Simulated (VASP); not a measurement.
Write the native input for VASP 6.6.1 that does the following.

```
Task                   : single point
Functional             : r2SCAN
Potentials or basis    : VASP PAW PBE potentials, release 64 (B, As)
Cutoff                 : 520 eV
k mesh                 : 10 × 10 × 10
Occupations            : gaussian, width 0.05 eV
Spin                   : no spin polarisation
Dipole correction      : no
Further INCAR settings : ALGO = Normal; EDIFF = 1e-06; NBANDS = 11
```

BAs:

```
CELL_PARAMETERS angstrom
0.00000 2.38850 2.29296
2.38850 0.00000 2.29296
2.38850 2.38850 0.00000
ATOMIC_POSITIONS crystal
B 0.00000 0.00000 0.00000
As 0.75000 0.75000 0.75000
```

This cell differs from its parent crystal: strain +0.000 along x and y, -0.040 along z.

These files were run (other wordings do the same):

POSCAR

```
BAs
1.0
    0.0000000000      2.3885000000      2.2929600000
    2.3885000000      0.0000000000      2.2929600000
    2.3885000000      2.3885000000      0.0000000000
B As
1 1
Direct
    0.0000000000      0.0000000000      0.0000000000
    0.7500000000      0.7500000000      0.7500000000
```

INCAR.step1

```
SYSTEM = BAs
ALGO     = Normal         ! electronic algorithm
EDIFF    = 1E-4           ! SCF threshold, eV
ENCUT    = 520            ! plane-wave cutoff, eV
GGA      = PE             ! functional
ISMEAR   = 0              ! smearing method
LASPH    = .True.         ! aspherical terms in the spheres
LCHARG   = .False.        ! write CHGCAR
LREAL    = .False.        ! projectors in reciprocal space
LWAVE    = .True.         ! write WAVECAR
NBANDS   = 11             ! bands
NELM     = 80             ! most SCF steps
PREC     = Accurate       ! precision mode
SIGMA    = 0.05           ! smearing width, eV
```

INCAR.step2

```
SYSTEM = BAs
ALGO     = Normal         ! electronic algorithm
EDIFF    = 1E-6           ! SCF threshold, eV
ENCUT    = 520            ! plane-wave cutoff, eV
ISIF     = 2              ! what is computed and relaxed
ISMEAR   = 0              ! smearing method
ISTART   = 1            
LASPH    = .True.         ! aspherical terms in the spheres
LCHARG   = .False.        ! write CHGCAR
LMIXTAU  = .True.       
LREAL    = .False.        ! projectors in reciprocal space
LWAVE    = .False.        ! write WAVECAR
METAGGA  = R2SCAN         ! meta-GGA
NBANDS   = 11             ! bands
NELM     = 80             ! most SCF steps
PREC     = Accurate       ! precision mode
SIGMA    = 0.05           ! smearing width, eV
```

KPOINTS

```
k-points
0
Gamma
  10 10 10
  0 0 0
```

Potentials or basis: VASP PAW PBE potentials, release 64 (B, As).

Run with:

```bash
$ cat potpaw_PBE.64/B/POTCAR potpaw_PBE.64/As/POTCAR > POTCAR
$ cp INCAR.step1 INCAR
$ mpirun -np 1 vasp_std > vasp.out
$ cp INCAR.step2 INCAR
$ mpirun -np 1 vasp_std > vasp.out
```

Results of the run:

```yaml
Pressure: 7.3 GPa
Band_gap_on_the_k_mesh: 0.67 eV, indirect (least direct gap 3.04 eV)
```

Caveat: the cell differs from its parent crystal (strain +0.000 along x and y, -0.040 along z); the PAW data sets were made with another functional, which shifts forces and pressure a little.

Run time: 62 s on 1 thread of Intel(R) Xeon(R) 6975P-C (Granite Rapids), on a shared host, peak memory 0.18 GiB.
